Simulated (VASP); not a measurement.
# CsH (Immm) in VASP: further runs

Runs on CsH. Level: LDA. Tasks: single point.

All numbers are computed with VASP 6.6.1; they aren't measurements. Logs are shortened: lines on timing, memory, paths and dates and some standing lists are left out, and cuts for length are marked.

## 1. The cell of the first run

It takes space group Immm (No. 71, orthorhombic). The conventional cell has a = 4.283 Å, b = 4.734 Å, c = 6.376 Å, α = 90.00°, β = 90.00°, γ = 90.00°. Within 4.3 Å of Cs (site symmetry mmm) lie 6 H at 3.19 Å and 2 Cs at 4.28 Å. H (site symmetry mmm) has 6 Cs at 3.19 Å and 2 H at 4.28 Å within 4.3 Å.

## 2. Single point, LDA (strain -0.1000 x Voigt [0, 0, 0, 0, 1, 0])

Contents of INCAR:

```
SYSTEM = CsH
ALGO = Normal ; EDIFF = 1E-6
ENCUT = 520 ; GGA = CA
ISIF = 2 ; ISMEAR = 0
LASPH = .TRUE. ; LCHARG = .TRUE.
LELF = .TRUE. ; LREAL = .FALSE.
LVHAR = .TRUE. ; LWAVE = .FALSE.
NBANDS = 12 ; NELM = 60
PREC = Accurate ; SIGMA = 0.05
```

Contents of KPOINTS:

```
k-points
0
G
  8 8 8
  0 0 0
```

Contents of POSCAR:

```
CsH
1.0
   -0.1594000000      3.1880000000      3.1880000000
    3.0286000000      0.0000000000      3.0286000000
    3.1880000000      3.1880000000     -0.1594000000
Cs H
1 1
Direct
    0.0000000000      0.0000000000      0.0000000000
    0.5000000000      0.5000000000      0.5000000000
```

Potentials or basis: VASP PAW LDA potentials, release 64 (Cs_sv, H).

Run with:

```console
$ cat potpaw_LDA.64/Cs_sv/POTCAR potpaw_LDA.64/H/POTCAR > POTCAR
$ mpirun -np 1 vasp_std > vasp.out
```

OUTCAR:

```text
SYSTEM = CsH
   EDIFF = 1E-6
   ENCUT = 520
   GGA = CA
   ISIF = 2
   ISMEAR = 0
   LASPH = .TRUE.
   LREAL = .FALSE.
   NELM = 60
   PREC = Accurate

 ion  position               nearest neighbor table
   1  0.000  0.000  0.000-
   2  0.500  0.500  0.500-

  LATTYP: Found a body centered orthorhombic cell.
 ALAT       =     4.2830871950
 B/A-ratio  =     1.1052631579
 C/A-ratio  =     1.4886458551

  Lattice vectors:

 A1 = (   3.1880000000,  -3.1880000000,  -0.1594000000)
 A2 = (  -3.1880000000,  -3.1880000000,   0.1594000000)
 A3 = (   0.1594000000,   3.1880000000,  -3.1880000000)

Analysis of symmetry for initial positions (statically):
=====================================================================
 Subroutine PRICEL returns:
 Original cell was already a primitive cell.

 Routine SETGRP: Setting up the symmetry group for a
 body centered orthorhombic supercell.

 Subroutine GETGRP returns: Found  8 space group operations
 (whereof  8 operations were pure point group operations)
 out of a pool of  8 trial point group operations.

The static configuration has the point symmetry D_2h.

Analysis of symmetry for dynamics (positions and initial velocities):
=====================================================================
 Subroutine PRICEL returns:
 Original cell was already a primitive cell.

 Routine SETGRP: Setting up the symmetry group for a
 body centered orthorhombic supercell.

 Subroutine GETGRP returns: Found  8 space group operations
 (whereof  8 operations were pure point group operations)
 out of a pool of  8 trial point group operations.

The dynamic configuration has the point symmetry D_2h.

 Subroutine INISYM returns: Found  8 space group operations
 (whereof  8 operations are pure point group operations),
 and found     1 'primitive' translations

----------------------------------------------------------------------------------------

                                     Primitive cell

  volume of cell :      64.6395

  direct lattice vectors                    reciprocal lattice vectors
    -0.159400000  3.188000000  3.188000000    -0.149369660  0.156838143  0.149369660
     3.028600000  0.000000000  3.028600000     0.165092782 -0.156838143  0.165092782
     3.188000000  3.188000000 -0.159400000     0.149369660  0.156838143 -0.149369660

  length of vectors
     4.511329777  4.283087195  4.511329777     0.263098449  0.281264034  0.263098449

  position of ions in fractional coordinates (direct lattice)
     0.000000000  0.000000000  0.000000000
     0.500000000  0.500000000  0.500000000

  ion indices of the primitive-cell ions
   primitive index   ion index
                 1           1
                 2           2

----------------------------------------------------------------------------------------

 KPOINTS: k-points

Automatic generation of k-mesh.
 Grid dimensions read from file:
 generate k-points for:    8    8    8

 Generating k-lattice:

  Cartesian coordinates                     Fractional coordinates (reciprocal lattice)
    -0.018671208  0.019604768  0.018671208     0.125000000  0.000000000  0.000000000
     0.020636598 -0.019604768  0.020636598     0.000000000  0.125000000 -0.000000000
     0.018671208  0.019604768 -0.018671208     0.000000000  0.000000000  0.125000000

  Length of vectors
     0.032887306  0.035158004  0.032887306

  Shift w.r.t. Gamma in fractional coordinates (k-lattice)
     0.000000000  0.000000000  0.000000000

 Subroutine IBZKPT returns following result:
 ===========================================

 Found     95 irreducible k-points:

 Following reciprocal coordinates:
            Coordinates               Weight
  0.000000  0.000000  0.000000      1.000000
  0.125000  0.000000  0.000000      4.000000
  0.250000  0.000000  0.000000      4.000000
  0.375000  0.000000  0.000000      4.000000
  0.500000  0.000000  0.000000      2.000000
  0.000000  0.125000  0.000000      4.000000
[... 16 lines left out ...]
  0.125000  0.375000 -0.000000      8.000000
  0.250000  0.375000 -0.000000      8.000000
 [... further k-points ...]
   k-points           NKPTS =     95   k-points in BZ     NKDIM =     95   number of bands    NBANDS=     12
   number of dos      NEDOS =    301   number of ions     NIONS =      2
   total plane-waves  NPLWV =  41472
   dimension x,y,z NGX =    36 NGY =   32 NGZ =   36
   dimension x,y,z NGXF=    72 NGYF=   64 NGZF=   72
   ions per type =               1   1
   NGX,Y,Z   is equivalent  to a cutoff of  13.27, 12.42, 13.27 a.u.
   NGXF,Y,Z  is equivalent  to a cutoff of  26.53, 24.84, 26.53 a.u.
 SYSTEM =  CsH
   PREC   = accura    normal or accurate (medium, high low for compatibility)
   ISTART =      0    job   : 0-new  1-cont  2-samecut
   ICHARG =      2    charge: 1-file 2-atom 10-const
   ISPIN  =      1    spin polarized calculation?
   LNONCOLLINEAR =      F non collinear calculations
   LSORBIT =      F    spin-orbit coupling
   LASPH  =      T    aspherical Exc in radial PAW
   ENCUT  =  520.0 eV  38.22 Ry    6.18 a.u.   8.39  7.96  8.39*2*pi/ulx,y,z
   NELM   =     60;   NELMIN=  2; NELMDL= -5     # of ELM steps
   EDIFF  = 0.1E-05   stopping-criterion for ELM
   LREAL  =      F    real-space projection
   EDIFFG = 0.1E-04   stopping-criterion for IOM
   NSW    =      0    number of steps for IOM
   IBRION =     -1    ionic relax: 0-MD 1-quasi-New 2-CG
   NFREE  =      0    steps in history (QN), initial steepest desc. (CG)
   ISIF   =      2    stress and relaxation
   ISYM   =      2    0-nonsym 1-usesym 2-fastsym
   POTIM  = 0.5000    time-step for ionic-motion
   TEBEG  =    0.0;   TEEND  =   0.0 temperature during run
   PSTRESS=    0.0 pullay stress
   NELECT =      10.0000    total number of electrons
   NUPDOWN=      -1.0000    fix difference up-down
   EMIN   =  10.00;   EMAX   =-10.00  energy-range for DOS
   EFERMI =   0.00;   METHOD = LEGACY
   ISMEAR =     0;   SIGMA  =   0.05  broadening in eV -4-tet -1-fermi 0-gaus
   EFERMI_NEDOS =   21; number of points for ismear=-14 and -15
   IALGO  =     38    algorithm
   IMIX   =      4    mixing-type and parameters
     AMIX     =   0.40;   BMIX     =  1.00
     AMIX_MAG =   1.60;   BMIX_MAG =  1.00
  volume/ion in A,a.u.               =      32.32       218.10
  Fermi-wavevector in a.u.,A,eV,Ry     =   0.878838  1.660763 10.508547  0.772356
  Thomas-Fermi vector in A             =   1.998979
   LORBIT       =      0    0 simple, 1 ext, 2 COOP (PROOUT), +10 PAW based schemes
   GGA     = CA    functional components
   LHFCALC =     F    Hartree Fock is set to
   AEXX    =    0.0000 exact exchange contribution
   IVDW    =     0    specifies the selected vdW correction
   LEPSILON=     F    determine dielectric tensor
   LRPA    =     F    only Hartree local field effects (RPA)
 non-spin polarized calculation
 Gauss-broadening in eV      SIGMA  =   0.05
  energy-cutoff  :      520.00
  volume of cell :       64.64
 maximum number of plane-waves:      1758
 NGX is ok and might be reduce to    36
   NGX = 17   NGY = 15   NGZ = 17

 number of electron      10.0000000 magnetization

 number of electron       9.9999999 magnetization

 Free energy of the ion-electron system (eV)
  ---------------------------------------------------
  ext. energy  EPLUGINS =         0.00000000
  ---------------------------------------------------
  free energy    TOTEN  =        -4.88186010 eV

  energy without entropy =       -4.88186010  energy(sigma->0) =       -4.88186010

 E-fermi :   0.3521     XC(G=0):  -7.5422

 val. band max:        0.0750950070   @ k =   0.0000   0.5000   0.0000
 cond. band min:       1.9488391872   @ k =   0.5000   0.0000   0.0000
 fundamental gap:      1.8737441803
 Fermi energy:         0.3521398298

 k-point     1 :       0.0000    0.0000    0.0000
  band No.  band energies     occupation
      1     -21.4289      2.00000
      2      -7.8972      2.00000
      3      -7.8773      2.00000
      4      -7.8205      2.00000
      5      -1.8294      2.00000
      6       4.5834      0.00000
      7       4.7925      0.00000
      8       5.5140      0.00000
      9       5.8826      0.00000
     10       6.9043      0.00000
     11       6.9086      0.00000
     12       8.5170      0.00000

 k-point     2 :       0.1250    0.0000    0.0000
  band No.  band energies     occupation
      1     -21.4191      2.00000
      2      -8.0284      2.00000
      3      -7.8918      2.00000
      4      -7.8345      2.00000
      5      -1.5868      2.00000
      6       4.2130      0.00000
      7       4.7848      0.00000
      8       5.6077      0.00000
      9       5.7343      0.00000
     10       6.6160      0.00000
     11       6.7205      0.00000
     12       9.1839      0.00000

 k-point     3 :       0.2500    0.0000    0.0000
  band No.  band energies     occupation
      1     -21.3952      2.00000
      2      -8.3335      2.00000
      3      -7.9089      2.00000
      4      -7.8678      2.00000
      5      -0.9953      2.00000
      6       3.2534      0.00000
      7       4.7768      0.00000
      8       5.5078      0.00000
      9       5.8342      0.00000
     10       6.5983      0.00000
     11       6.9407      0.00000
     12      10.5460      0.00000

 k-point     4 :       0.3750    0.0000    0.0000
  band No.  band energies     occupation
      1     -21.3711      2.00000
      2      -8.6071      2.00000
      3      -7.9253      2.00000
      4      -7.9006      2.00000
      5      -0.3343      2.00000
      6       2.3652      0.00000
      7       4.5204      0.00000
      8       5.2111      0.00000
      9       6.4746      0.00000
     10       7.2248      0.00000
     11       7.8125      0.00000
     12      10.3720      0.00000

 k-point     5 :       0.5000    0.0000    0.0000
  band No.  band energies     occupation
      1     -21.3610      2.00000
      2      -8.7132      2.00000
      3      -7.9320      2.00000
      4      -7.9140      2.00000
      5       0.0106      2.00000
      6       1.9488      0.00000
      7       4.3984      0.00000
      8       5.0876      0.00000
      9       7.0813      0.00000
     10       7.6627      0.00000
     11       8.4511      0.00000
     12       9.5307      0.00000
[... 228 lines left out ...]
      1     -21.3637      2.00000
      2      -8.4554      2.00000
      3      -8.0568      2.00000
      4      -7.9369      2.00000
      5      -0.6588      2.00000
      6       3.2410      0.00000
      7       4.1830      0.00000
      8       5.1469      0.00000
      9       6.1233      0.00000
     10       6.6470      0.00000
     11       7.5913      0.00000
     12      11.1193      0.00000

 k-point    22 :       0.0000    0.3750   -0.0000
  band No.  band energies     occupation
      1     -21.3433      2.00000
      2      -8.6820      2.00000
      3      -7.9883      2.00000
      4      -7.9730      2.00000
      5      -0.2737      2.00000
      6       2.4888      0.00000
      7       4.3244      0.00000
      8       4.9337      0.00000
      9       6.3421      0.00000
     10       7.2200      0.00000
     11       7.6765      0.00000
     12      10.9270      0.00000

 k-point    23 :       0.1250    0.3750   -0.0000
  band No.  band energies     occupation
      1     -21.3469      2.00000
      2      -8.6023      2.00000
      3      -8.0163      2.00000
      4      -7.9868      2.00000
      5      -0.5274      2.00000
      6       2.9079      0.00000
      7       4.2466      0.00000
      8       5.1930      0.00000
      9       6.0317      0.00000
     10       7.0378      0.00000
     11       7.8445      0.00000
     12      11.1338      0.00000

 k-point    24 :       0.2500    0.3750   -0.0000
  band No.  band energies     occupation
      1     -21.3419      2.00000
      2      -8.5516      2.00000
      3      -8.0680      2.00000
      4      -8.0452      2.00000
      5      -0.8301      2.00000
      6       3.3249      0.00000
      7       4.0161      0.00000
      8       5.9606      0.00000
      9       6.2537      0.00000
     10       7.3969      0.00000
     11       8.0008      0.00000
     12      10.6887      0.00000

 [... further k-points ...]

------------------------ aborting loop because EDIFF is reached ----------------------------------------

  FORCE on cell =-STRESS in cart. coord.  units (eV):
  Direction    XX          YY          ZZ          XY          YZ          ZX
  --------------------------------------------------------------------------------------
  -------------------------------------------------------------------------------------
  Total       -0.5016516     -0.5230327     -0.5016516     -0.0000000      0.0000000      0.2244138
  in kB      -12.4341165    -12.9640773    -12.4341165     -0.0000000      0.0000000      5.5624017
  external PRESSURE =     -12.6107701 kB  Pullay stress =       0.0000000 kB

 VOLUME and BASIS-vectors are now :
 -----------------------------------------------------------------------------
  energy-cutoff  :      520.00
  volume of cell :       64.64
      direct lattice vectors                 reciprocal lattice vectors
    -0.159400000  3.188000000  3.188000000    -0.149369660  0.156838143  0.149369660
     3.028600000  0.000000000  3.028600000     0.165092782 -0.156838143  0.165092782
     3.188000000  3.188000000 -0.159400000     0.149369660  0.156838143 -0.149369660

 POSITION                                       TOTAL-FORCE (eV/Angst)
 -----------------------------------------------------------------------------------
      0.00000      0.00000      0.00000         0.000000      0.000000      0.000000
      3.02860      3.18800      3.02860        -0.000000     -0.000000     -0.000000
 -----------------------------------------------------------------------------------
    total drift:                               -0.000000      0.000000      0.000000

  FREE ENERGIE OF THE ION-ELECTRON SYSTEM (eV)
  ---------------------------------------------------
  free  energy   TOTEN  =        -4.8818601039 eV

  energy  without entropy=       -4.8818601039  energy(sigma->0) =       -4.88186010
```

Wall time 93 s (1 thread of Intel Xeon 8259CL, shared host); peak memory 0.21 GiB.

Results:

| Property | Result |
| --- | --- |
| Free energy | -4.8819 eV |
| Pressure | -1.3 GPa |
| Band gap on the k mesh | 1.87 eV (least direct gap 1.93 eV) |

Caveat: the cell differs from its parent crystal (strain -0.1000 x Voigt [0, 0, 0, 0, 1, 0]); spin-orbit coupling is left out, which moves the levels of the heavy elements. A k mesh can miss the band edges.

## 3. Single point, LDA (strain +0.0875 x Voigt [0, 0, 0, 0, 1, 0])

Contents of INCAR:

```
ALGO     = Normal         # electronic algorithm
EDIFF    = 1E-6           # SCF threshold, eV
ENCUT    = 520            # plane-wave cutoff, eV
GGA      = CA             # functional
ISIF     = 2              # what is computed and relaxed
ISMEAR   = 0              # smearing method
LASPH    = True           # aspherical terms in the spheres
LCHARG   = False          # write CHGCAR
LREAL    = False          # projectors in reciprocal space
LWAVE    = False          # write WAVECAR
NBANDS   = 12             # bands
NELM     = 80             # most SCF steps
PREC     = Accurate       # precision mode
SIGMA    = 0.05           # smearing width, eV
```

Contents of KPOINTS:

```
k-points
0
Gamma
  8 8 8
```

Contents of POSCAR:

```
CsH
1.0
    0.1394750000      3.1880000000      3.1880000000
    3.3274750000      0.0000000000      3.3274750000
    3.1880000000      3.1880000000      0.1394750000
Cs H
1 1
Direct
    0.0000000000      0.0000000000      0.0000000000
    0.5000000000      0.5000000000      0.5000000000
```

Potentials or basis: VASP PAW LDA potentials, release 64 (Cs_sv, H).

Run with:

```console
$ cat potpaw_LDA.64/Cs_sv/POTCAR potpaw_LDA.64/H/POTCAR > POTCAR
$ mpirun -np 1 vasp_std > vasp.out
```

Run time: 1.7 min. Hardware: 1 thread of Intel Xeon 8259CL, shared host; peak memory 0.21 GiB.

Results (log left out):

```yaml
Free_energy: -4.8842 eV
Pressure: -1.3 GPa
Band_gap_on_the_k_mesh: 1.88 eV (least direct gap 1.93 eV)
```

Stress tensor (GPa, compression positive):
```
-1.24  0.00 -0.48
 0.00 -1.28  0.00
-0.48  0.00 -1.24
```

Levels at points of the mesh, in eV from the valence-band top:
| k point | band 3 | band 4 | band 5 | band 6 | band 7 | band 8 |
| --- | --- | --- | --- | --- | --- | --- |
| (0.00, 0.00, 0.00) | -7.94 | -7.90 | -1.90 | 4.57 | 4.77 | 5.38 |
| (0.50, 0.00, 0.00) | -8.07 | -8.05 | 0.00 | 1.93 | 4.14 | 4.68 |
| (0.00, 0.50, 0.00) | -8.00 | -7.99 | -0.06 | 1.88 | 4.35 | 4.95 |
| (0.50, 0.50, 0.00) | -8.21 | -8.20 | -1.24 | 2.82 | 5.29 | 7.65 |
| (0.50, 0.00, 0.50) | -8.28 | -8.14 | -1.26 | 2.82 | 5.28 | 7.65 |

Caveat: the cell differs from its parent crystal (strain +0.0875 x Voigt [0, 0, 0, 0, 1, 0]); spin-orbit coupling is left out, which moves the levels of the heavy elements.

(Continued in part 2 of 2.)
